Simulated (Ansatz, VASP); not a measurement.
# W: VASP beside Ansatz

```xyz
4
Lattice="2.7461 0.0000 0.0000 -1.3731 2.3782 0.0000 0.0000 0.0000 10.1114" Properties=species:S:1:pos:R:3 pbc="T T T"
W     0.0000    1.5855    3.8584
W     1.3731    0.7927    8.9140
W     1.3731    0.7927    6.2530
W     0.0000    1.5855    1.1973
```

Alike in both runs: functional PBEsol; k mesh 21 × 21 × 6; occupations gaussian, width 0.1 eV; no spin polarisation.

Ansatz relaxed the structure, and its values are those at the end. VASP's run is a single point on that final structure, the one shown.

|  | VASP | Ansatz |
| --- | --- | --- |
| version | VASP 6.6.1 | Ansatz 0.2.0 |
| potentials or method | VASP PAW PBE potentials, release 64 (W_sv), cutoff 520 eV | scalar-relativistic, plane waves, PAW |
| valence electrons in the cell | 56 | 56 |

Ansatz gave:

```
gap on the k mesh at the Fermi level (eV) : none
pressure (GPa)                            : 0.0
```

Q: Estimate VASP's values.

A: gap on the k mesh at the Fermi level (eV): none; pressure (GPa): 0.7.

VASP's potentials were made for PBE, not for PBEsol. A gap of «none» marks a metal or a gap that the smearing closes. With one functional, cell and mesh, what is left measures potentials, basis and numerics.

Neither program's run includes spin-orbit coupling.
